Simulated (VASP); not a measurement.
# BP (I-4m2) in VASP: G0W0 quasiparticle levels with PBE

Aim: the G0W0 quasiparticle levels of BP with PBE.

All numbers are computed with VASP 6.6.1; they aren't measurements. Logs are shortened: lines on timing, memory, paths and dates and some standing lists are left out, and cuts for length are marked.

## Step 1: The cell of the first run

The structure is tetragonal, space group I-4m2 (No. 119). The conventional cell has a = 3.392 Å, b = 3.392 Å, c = 4.537 Å, α = 90.00°, β = 90.00°, γ = 90.00°. B (site symmetry -4m2) has 4 P at 2.04 Å within 2.7 Å. Within 2.7 Å of P (site symmetry -4m2) lie 4 B at 2.04 Å.

## Step 2: G0W0 quasiparticle levels, PBE

Contents of POSCAR:

```
BP
1.0
    0.0000000000      2.3987436943      2.2683155501
    2.3987436943      0.0000000000      2.2683155501
    2.3987436943      2.3987436943      0.0000000000
B P
1 1
Direct
    0.0000000000      0.0000000000      0.0000000000
    0.2500000000      0.2500000000      0.2500000000
```

Contents of INCAR.step1:

```
PREC = Accurate ; ENCUT = 500
EDIFF = 1E-8 ; ISMEAR = 0
SIGMA = 0.01 ; LREAL = False
LASPH = True ; NELM = 60
ALGO = Normal ; LWAVE = True
LCHARG = False ; GGA = PE
```

Contents of INCAR.step2:

```
PREC = Accurate ; ENCUT = 500
EDIFF = 1E-8 ; ISMEAR = 0
SIGMA = 0.01 ; LREAL = False
LASPH = True ; NELM = 1
ALGO = Exact ; LWAVE = True
LCHARG = False ; GGA = PE
NBANDS = 112 ; LOPTICS = True
ISTART = 1
```

Contents of INCAR.step3:

```
PREC = Accurate ; ENCUT = 500
EDIFF = 1E-8 ; ISMEAR = 0
SIGMA = 0.01 ; LREAL = False
LASPH = True ; ALGO = EVGW0
LWAVE = False ; LCHARG = False
GGA = PE ; NELMGW = 1
NBANDS = 112 ; ENCUTGW = 150.0
NOMEGA = 96 ; PRECFOCK = Fast
ISTART = 1 ; NBANDSGW = 12
OMEGAMAX = 20
```

Contents of KPOINTS:

```
regular mesh
0
Gamma
  6 6 6
```

Potentials or basis: VASP PAW PBE potentials, release 64 (B_GW, P_GW).

Command:

```sh
$ cat potpaw_PBE.64/B_GW/POTCAR potpaw_PBE.64/P_GW/POTCAR > POTCAR
$ cp INCAR.step1 INCAR
$ mpirun -np 1 vasp_std > vasp.out
$ cp INCAR.step2 INCAR
$ mpirun -np 1 vasp_std > vasp.out
$ cp INCAR.step3 INCAR
$ mpirun -np 1 vasp_std > vasp.out
```

OUTCAR:

```text
PREC = Accurate
   ENCUT = 500
   EDIFF = 1E-8
   ISMEAR = 0
   LREAL = False
   LASPH = True
   GGA = PE
   NELMGW = 1
   ENCUTGW = 150.0
   PRECFOCK = Fast
   ISTART = 1

 ion  position               nearest neighbor table
   1  0.000  0.000  0.000-   2 2.04   2 2.04   2 2.04   2 2.04
   2  0.250  0.250  0.250-   1 2.04   1 2.04   1 2.04   1 2.04

  LATTYP: Found a body centered tetragonal cell.
 ALAT       =     3.3923358651
 C/A-ratio  =     1.3373177894

  Lattice vectors:

 A1 = (   0.0000000000,  -2.3987436943,  -2.2683155501)
 A2 = (   0.0000000000,   2.3987436943,  -2.2683155501)
 A3 = (   2.3987436943,   0.0000000000,   2.2683155501)

Analysis of symmetry for initial positions (statically):
=====================================================================
 Subroutine PRICEL returns:
 Original cell was already a primitive cell.

 Routine SETGRP: Setting up the symmetry group for a
 body centered tetragonal supercell.

 Subroutine GETGRP returns: Found  8 space group operations
 (whereof  8 operations were pure point group operations)
 out of a pool of 16 trial point group operations.

The static configuration has the point symmetry D_2d.

Analysis of symmetry for dynamics (positions and initial velocities):
=====================================================================
 Subroutine PRICEL returns:
 Original cell was already a primitive cell.

 Routine SETGRP: Setting up the symmetry group for a
 body centered tetragonal supercell.

 Subroutine GETGRP returns: Found  8 space group operations
 (whereof  8 operations were pure point group operations)
 out of a pool of 16 trial point group operations.

The dynamic configuration has the point symmetry D_2d.

 Subroutine INISYM returns: Found  8 space group operations
 (whereof  8 operations are pure point group operations),
 and found     1 'primitive' translations

----------------------------------------------------------------------------------------

                                     Primitive cell

  volume of cell :      26.1036

  direct lattice vectors                    reciprocal lattice vectors
     0.000000000  2.398743694  2.268315550    -0.208442445  0.208442445  0.220427885
     2.398743694  0.000000000  2.268315550     0.208442445 -0.208442445  0.220427885
     2.398743694  2.398743694  0.000000000     0.208442445  0.208442445 -0.220427885

  length of vectors
     3.301397696  3.301397696  3.392335865     0.368082814  0.368082814  0.368082814

  position of ions in fractional coordinates (direct lattice)
     0.000000000  0.000000000  0.000000000
     0.250000000  0.250000000  0.250000000

  ion indices of the primitive-cell ions
   primitive index   ion index
                 1           1
                 2           2

----------------------------------------------------------------------------------------

 KPOINTS: regular mesh

Automatic generation of k-mesh.
 Grid dimensions read from file:
 generate k-points for:    6    6    6

 Generating k-lattice:

  Cartesian coordinates                     Fractional coordinates (reciprocal lattice)
    -0.034740407  0.034740407  0.036737981     0.166666667  0.000000000  0.000000000
     0.034740407 -0.034740407  0.036737981     0.000000000  0.166666667  0.000000000
     0.034740407  0.034740407 -0.036737981    -0.000000000 -0.000000000  0.166666667

  Length of vectors
     0.061347136  0.061347136  0.061347136

  Shift w.r.t. Gamma in fractional coordinates (k-lattice)
     0.000000000  0.000000000  0.000000000

 Subroutine IBZKPT returns following result:
 ===========================================

 Found     30 irreducible k-points:

 Following reciprocal coordinates:
            Coordinates               Weight
  0.000000  0.000000  0.000000      1.000000
  0.166667  0.000000  0.000000      8.000000
  0.333333  0.000000  0.000000      8.000000
  0.500000 -0.000000  0.000000      4.000000
  0.166667  0.166667  0.000000      2.000000
  0.333333  0.166667  0.000000      8.000000
[... 16 lines left out ...]
  0.333333  0.000000  0.333333      4.000000
  0.500000  0.000000  0.333333     16.000000
 [... further k-points ...]
   k-points           NKPTS =     30   k-points in BZ     NKDIM =    216   number of bands    NBANDS=    112
   number of dos      NEDOS =    301   number of ions     NIONS =      2
   total plane-waves  NPLWV =  16128
   dimension x,y,z NGX =    24 NGY =   24 NGZ =   28
   dimension x,y,z NGXF=    48 NGYF=   48 NGZF=   56
   ions per type =               1   1
   NGX,Y,Z   is equivalent  to a cutoff of  12.09, 12.09, 13.72 a.u.
   NGXF,Y,Z  is equivalent  to a cutoff of  24.17, 24.17, 27.44 a.u.
 SYSTEM =  unknown system
   PREC   = accura    normal or accurate (medium, high low for compatibility)
   ISTART =      1    job   : 0-new  1-cont  2-samecut
   ICHARG =      0    charge: 1-file 2-atom 10-const
   ISPIN  =      1    spin polarized calculation?
   LNONCOLLINEAR =      F non collinear calculations
   LSORBIT =      F    spin-orbit coupling
   LASPH  =      T    aspherical Exc in radial PAW
   ENCUT  =  500.0 eV  36.75 Ry    6.06 a.u.   6.02  6.02  6.19*2*pi/ulx,y,z
   NELM   =     60;   NELMIN=  2; NELMDL=  0     # of ELM steps
   EDIFF  = 0.1E-07   stopping-criterion for ELM
   LREAL  =      F    real-space projection
   EDIFFG = 0.1E-06   stopping-criterion for IOM
   NSW    =      0    number of steps for IOM
   IBRION =     -1    ionic relax: 0-MD 1-quasi-New 2-CG
   NFREE  =      0    steps in history (QN), initial steepest desc. (CG)
   ISIF   =      0    stress and relaxation
   ISYM   =      3    0-nonsym 1-usesym 2-fastsym
   POTIM  = 0.5000    time-step for ionic-motion
   TEBEG  =    0.0;   TEEND  =   0.0 temperature during run
   PSTRESS=    0.0 pullay stress
   NELECT =       8.0000    total number of electrons
   NUPDOWN=      -1.0000    fix difference up-down
   EMIN   =  10.00;   EMAX   =-10.00  energy-range for DOS
   EFERMI =   0.00;   METHOD = LEGACY
   ISMEAR =     0;   SIGMA  =   0.01  broadening in eV -4-tet -1-fermi 0-gaus
   EFERMI_NEDOS =   21; number of points for ismear=-14 and -15
   IALGO  =     38    algorithm
   IMIX   =      4    mixing-type and parameters
     AMIX     =   0.40;   BMIX     =  1.00
     AMIX_MAG =   1.60;   BMIX_MAG =  1.00
  volume/ion in A,a.u.               =      13.05        88.08
  Fermi-wavevector in a.u.,A,eV,Ry     =   1.103751  2.085787 16.575519  1.218266
  Thomas-Fermi vector in A             =   2.240214
   LORBIT       =      0    0 simple, 1 ext, 2 COOP (PROOUT), +10 PAW based schemes
   GGA     = PE    functional components
   LHFCALC =     T    Hartree Fock is set to
   PRECFOCK=fast      Normal, Fast or Accurate (Low or Medium for compatibility)
   ENCUT4O =  -1.0   cutoff for four orbital integrals eV
   NKREDX  =     1    reduce k-point grid by
   NKREDY  =     1    reduce k-point grid by
   NKREDZ  =     1    reduce k-point grid by
   AEXX    =    1.0000 exact exchange contribution
   HFSCREEN=    0.0000 screening length (either q_TF or 0.3 A-1)
   HFSCREENC=   0.0000 screening length for correlation (either q_TF or 0.3 A-1)
   ENCUTFOCK=  -1.0 apply spherical cutoff to Coloumb kernel
   IVDW    =     0    specifies the selected vdW correction
   LEPSILON=     F    determine dielectric tensor
   LRPA    =     F    only Hartree local field effects (RPA)
   LRPAFORCE           =     F    calculate RPA forces
   ENCUTGW             = 150.0    cutoff for response function in eV
   ENCUTGWSOFT         = 120.0    soft cutoff for Coulomb kernel in GW response function in eV
   ENCUTLF             =  -1.0    cutoff for local field effects
   NELMGW              =     1    number of iterations in solving QP/BSE equation
   NELMHF              =     1    number of iterations in the inner HF iteration
   NKREDLFX            =     1    NKREDLFY  =   1   NKREDLFZ  =   1
 non-spin polarized calculation
 Gauss-broadening in eV      SIGMA  =   0.01
  energy-cutoff  :      500.00
  volume of cell :       26.10
 maximum number of plane-waves:       676
  NGX = 14; NGY = 14; NGZ = 14
   NGX = 13   NGY = 13   NGZ = 13
 maximum number of plane-waves:       116

 QP shifts <psi_nk| G(iteration)W_0 |psi_nk>: iteration 1
 for sc-GW calculations column KS-energies equals QP-energies in previous step
 and V_xc(KS)=  KS-energies - (<T + V_ion + V_H > + <T+V_H+V_ion>^1  + <V_x>^1)

 k-point   1 :       0.0000    0.0000    0.0000
  band No.  KS-energies  QP-energies   sigma(KS)   V_xc(KS)     V^pw_x(r,r')   Z            occupation Imag(sigma)

      1      -8.5972      -9.2900     -12.8366     -11.8114     -19.9642       0.6759       2.0000       1.1926
      2       5.7489       5.2083     -13.6992     -13.0062     -14.6323       0.7800       2.0000       0.0232
      3       5.7489       5.2083     -13.6992     -13.0062     -14.6323       0.7800       2.0000       0.0232
      4       6.2320       5.6973     -13.5927     -12.9094     -14.3997       0.7824       2.0000       0.0211
      5       8.9688       9.3349     -11.3145     -11.7868      -6.9083       0.7753       0.0000      -0.0553
      6       9.2947       9.6502     -11.2934     -11.7508      -6.8326       0.7773       0.0000      -0.0550
      7       9.2947       9.6502     -11.2934     -11.7508      -6.8326       0.7773       0.0000      -0.0550
      8      11.6158      11.9665     -12.1730     -12.6426      -6.5703       0.7470       0.0000      -0.0894
      9      16.7381      16.5858      -9.1848      -8.9887      -3.1572       0.7762       0.0000      -0.2885
     10      16.9895      17.3926     -10.7744     -11.2976      -4.8333       0.7705       0.0000      -0.2318
     11      18.2010      18.5975     -10.7814     -11.2994      -4.5798       0.7655       0.0000      -0.3125
     12      20.4433      20.4091      -9.4958      -9.4515      -2.6633       0.7695       0.0000      -0.5998

 k-point   2 :       0.1667    0.0000    0.0000
  band No.  KS-energies  QP-energies   sigma(KS)   V_xc(KS)     V^pw_x(r,r')   Z            occupation Imag(sigma)
[... 353 lines left out ...]
      1      -5.0311      -5.6732     -13.2165     -12.3113     -18.9270       0.7094       2.0000       0.6910
      2      -1.3616      -2.0917     -13.3238     -12.2952     -17.4920       0.7098       2.0000       0.2417
      3       1.3322       0.6303     -12.6006     -11.6568     -15.1289       0.7437       2.0000       0.0691
      4       2.7605       2.0834     -13.1450     -12.2494     -15.2414       0.7559       2.0000       0.0453
      5       8.1676       8.3301     -10.3753     -10.5807      -6.0741       0.7911       0.0000      -0.0545
      6      10.2476      10.4772     -10.6148     -10.9095      -5.7761       0.7790       0.0000      -0.0678
      7      14.5592      14.9618     -11.6287     -12.1760      -5.1878       0.7354       0.0000      -0.2198
      8      15.7345      16.1495     -11.8842     -12.4530      -5.0486       0.7295       0.0000      -0.2900
      9      18.2571      18.6019     -11.3957     -11.8626      -4.2461       0.7385       0.0000      -0.4597
     10      20.4400      20.7977     -11.2177     -11.6950      -4.0834       0.7495       0.0000      -0.5830
     11      21.5520      21.8426     -11.6526     -12.0471      -4.0629       0.7367       0.0000      -0.7194
     12      23.7932      24.1334     -11.5556     -12.0141      -3.9446       0.7421       0.0000      -0.9092

 [... further k-points ...]
```

Wall time 6.4 min (1 thread of AMD EPYC 9R45 (Zen 5), shared host); peak memory 0.56 GiB.

What came out:

```
Quasiparticle gap                                   : 1.42 eV
Least direct quasiparticle gap                      : 3.64 eV
Band gap of the starting levels on the mesh         : 0.72 eV
Least direct gap of the starting levels on the mesh : 2.74 eV
```

Caveat: the k points lie up to 0.39 Å⁻¹ apart; bands, screening cutoff and mesh are small and nothing is extrapolated, so the quasiparticle values aren't converged.
